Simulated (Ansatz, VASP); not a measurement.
# One calculation of Ta, two programs

```
Ta
1.0
    -1.68739    1.68739    1.68739
     1.68739   -1.68739    1.68739
     1.68739    1.68739   -1.68739
Ta
1
Cartesian
  0.0000 0.0000 0.0000
```

Change from the starting cell: volume scaled by 1.06.

Alike in both runs: task single point; functional LDA; k mesh 14 × 14 × 14; occupations fermi-dirac, width 0.05 eV; no spin polarisation.

|  | VASP | Ansatz |
| --- | --- | --- |
| version | VASP 6.6.1 | Ansatz 0.2.0 |
| potentials or method | VASP PAW LDA potentials, release 64 (Ta_pv), cutoff 520 eV | all-electron LAPW, scalar-relativistic |

```csv
,VASP,Ansatz,Ansatz less VASP
pressure (GPa),-19.0,-19.6,-0.57
```

LDA's correlation is that of Perdew and Zunger in VASP and of Perdew and Wang (1992) in Ansatz. Ansatz ran all-electron here, and VASP with PAW potentials.

Spin-orbit coupling is off throughout.
